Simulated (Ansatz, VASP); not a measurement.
# One calculation of Cs, two programs

The input POSCAR:

```
Cs
1.0
    0.0000000000      4.0056426935      4.0056426935
    4.0056426935      0.0000000000      4.0056426935
    4.0056426935      4.0056426935      0.0000000000
Cs
1
Direct
    0.0000000000      0.0000000000      0.0000000000
```

INCAR.step1

```
SYSTEM = Cs
ALGO = Normal ; EDIFF = 1E-5
ENCUT = 550 ; GGA = PE
GGA_COMPAT = .False. ; ISMEAR = -1
LASPH = .True. ; LCHARG = .False.
LREAL = .False. ; LWAVE = .True.
NBANDS = 10 ; NELM = 120
PREC = Accurate ; SIGMA = 0.1
```

File INCAR.step2:

```
SYSTEM = Cs
ALGO = Normal ; EDIFF = 1E-6
ENCUT = 550 ; GGA_COMPAT = .False.
ISIF = 2 ; ISMEAR = -1
ISTART = 1 ; LASPH = .True.
LCHARG = .False. ; LMIXTAU = .True.
LREAL = .False. ; LWAVE = .False.
METAGGA = R2SCAN ; NBANDS = 10
NELM = 120 ; PREC = Accurate
SIGMA = 0.1
```

Contents of KPOINTS:

```
k-points
0
Gamma
  8 8 8
  0 0 0
```

Input for Ansatz:

```yaml
crystal:
  lattice:
    - [0.0, 4.0056426935, 4.0056426935]
    - [4.0056426935, 0.0, 4.0056426935]
    - [4.0056426935, 4.0056426935, 0.0]
  atoms:
    - { symbol: Cs, position: [0.0, 0.0, 0.0] }
hamiltonian:
  xc: r2scan
  pseudopotentials:
    kind: paw
    azcp:
      Cs: "pseudopotentials/Cs.paw.azcp"
basis:
  ecutwfc: 500
  fft_grid_basis: typed
kpoints:
  mp_grid: { grid: [8, 8, 8], shift: [0, 0, 0] }
magnetization:
  spin_polarized: false
scf:
  occupations: { method: fermi_dirac, width: 0.1 }
  lower_state_search: "off"
output:
  stress: true
```

Alike in both runs: task single point; functional r2SCAN; k mesh 8 × 8 × 8; occupations fermi-dirac, width 0.1 eV; no spin polarisation.

```csv
,VASP,Ansatz
version,VASP 6.6.1,Ansatz 0.2.0
potentials or method,"VASP PAW PBE potentials, release 64 (Cs_sv), cutoff 550 eV","plane waves (500 eV) with PAW, scalar-relativistic"
valence electrons in the cell,9,9
```

```csv
,VASP,Ansatz,Ansatz less VASP
pressure (GPa),-0.1,-0.1,0.00
```

VASP's potentials were made for PBE, not for r2SCAN. With one functional, cell and mesh, what is left measures potentials, basis and numerics.

Spin-orbit coupling is off throughout.
